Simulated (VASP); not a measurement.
Runs of VASP 6.6.1 on CdTeSe4. The structure is that of space group F-43m (No. 216), or close to it. The cells are those of the table. 

```csv
task,cell,k mesh,cutoff (eV),gap on the mesh (eV),pressure (GPa),relaxed volume (Å³/atom),largest force (eV/Å)
relaxation of cell and atoms,"relaxed from a = 6.108 Å, angles 60.0°, 6 atoms",4 × 4 × 4,600,none,0.0,23.89,0.04
single point,"a = 5.876 Å, angles 60.0°, 6 atoms",4 × 4 × 4,520,none,0.0,-,0.04
single point,"a = 6.108 Å, angles 60.0°, 6 atoms",4 × 4 × 4,520,none,-4.6,-,(a)
relaxation of cell and atoms,"relaxed from a = 5.876 Å, angles 60.0°, 6 atoms",8 × 8 × 8,600,none,0.0,23.53,-
single point,"a = 5.844 Å, angles 60.0°, 6 atoms",8 × 8 × 8,520,none,0.0,-,-
```

Alike in all rows: level PBE; potentials or basis VASP PAW PBE potentials, release 64 (Cd, Te, Se); no spin polarisation; smearing gaussian 0.1 eV.

Fill in the values left out.

(a) 0.01.

Caveats: spin-orbit coupling is left out, which moves the levels of the heavy elements.

A k mesh can miss the band edges, and the runs leave out spin-orbit coupling on Cd, Se, Te.

A gap of «none» marks levels without a gap at the run's occupations.
